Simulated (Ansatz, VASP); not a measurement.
# One calculation of BN, two programs

```
CELL_PARAMETERS angstrom
2.47771 0.00000 0.00000
-1.23885 2.14576 0.00000
0.00000 0.00000 6.32063
ATOMIC_POSITIONS crystal
B 0.33333 0.66667 0.25000
B 0.66667 0.33333 0.75000
N 0.33333 0.66667 0.75000
N 0.66667 0.33333 0.25000
```

Alike in both runs: task single point; functional PBEsol; k mesh 12 × 12 × 4; occupations gaussian, width 0.05 eV; no spin polarisation.

```csv
,VASP,Ansatz
version,VASP 6.6.1,Ansatz 0.2.0
potentials or method,"VASP PAW PBE potentials, release 64 (B, N), cutoff 520 eV","scalar-relativistic, plane waves, PAW"
valence electrons in the cell,16,16
```

Ansatz gave:

- gap on the k mesh at the Fermi level (eV): 4.11
- least direct gap on the mesh (eV): 4.50
- pressure (GPa): 9.3
- traceless stress, the component that is largest in VASP (GPa): -6.71

Problem. Which values does VASP return?

Solution. gap on the k mesh at the Fermi level (eV): 4.10; least direct gap on the mesh (eV): 4.49; pressure (GPa): 9.8; traceless stress, the component that is largest in VASP (GPa): -7.38.

VASP's potentials were made for PBE, not for PBEsol, and Ansatz warns of the same on its side.
